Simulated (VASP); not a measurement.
Runs of VASP 6.6.1 on KBr. The structure is cubic, space group Fm-3m (No. 225). The conventional cell has a = 6.604 Å, b = 6.604 Å, c = 6.604 Å, α = 90.00°, β = 90.00°, γ = 90.00°. K (site symmetry m-3m) has 6 Br at 3.30 Å within 4.3 Å. Within 4.3 Å of Br (site symmetry m-3m) lie 6 K at 3.30 Å. 

```tsv
level	potentials or basis	spin	k mesh	gap on the mesh (eV)	pressure (GPa)
PBE	VASP PAW PBE potentials, release 64 (K_sv, Br)	non-collinear, zero start, SOC	4 × 4 × 4	-	0.7
r2SCAN	VASP PAW PBE potentials, release 64 (K_sv, Br)	off	6 × 6 × 6	5.07	(b)
PBE	VASP PAW PBE potentials, release 64 (K_sv, Br)	off	6 × 6 × 6	(a)	0.7
LDA	VASP PAW LDA potentials, release 64 (K_sv, Br)	off	4 × 4 × 4	4.03	-1.6
```

Alike in all rows: task single point; cell as given; cutoff (eV) 520; smearing gaussian 0.01 eV.

Question: Estimate the missing entries.

Answer: (a) 4.43; (b) 0.0.

Caveats: some runs use coarse meshes; the PAW data sets were made with another functional, which shifts forces and pressure a little (some runs).

A k mesh can miss the band edges, and rows without SOC leave out spin-orbit coupling on Br.
